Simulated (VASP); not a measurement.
# Li: single point with PBEsol

The system is Li.

```
Li
1.0
     1.46826    0.84770    7.14554
    -1.46826    0.84770    7.14554
     0.00000   -1.69540    7.14554
Li
3
Direct
  0.00000 0.00000 0.00000
  0.22218 0.22218 0.22218
  0.77782 0.77782 0.77782
```

| Quantity | Value |
| --- | --- |
| Program | VASP 6.6.1 |
| Task | single point |
| Functional | PBEsol |
| Potentials or basis | VASP PAW PBE potentials, release 64 (Li_sv) |
| Cutoff | 520 eV |
| k mesh | 13 × 13 × 13 |
| Occupations | fermi-dirac, width 0.1 eV |
| Spin | no spin polarisation |
| Dipole correction | no |
| Further INCAR settings | ALGO = Normal; EDIFF = 1e-06; NBANDS = 12 |

```
Largest force          : 0.004 eV/Å
Band gap on the k mesh : zero (an odd number of electrons rules out a gap without spin polarisation)
```

Forces on the atoms (eV/Å):
```
Li   0.000  0.000  0.000
Li   0.000  0.000  0.004
Li   0.000  0.000 -0.004
```

Levels at points of the mesh, in eV from the Fermi level:
| k point | band 3 | band 4 | band 5 | band 6 | band 7 | band 8 |
| --- | --- | --- | --- | --- | --- | --- |
| (0.00, 0.00, 0.00) | -45.68 | -3.72 | -1.66 | -1.66 | 6.37 | 6.37 |

Wall time 11 min on 1 thread of Oxide Virtual Turin-like Processor, on a shared host, peak memory 0.41 GiB.

Caveat: the PAW data sets were made with another functional, which shifts forces and pressure a little.
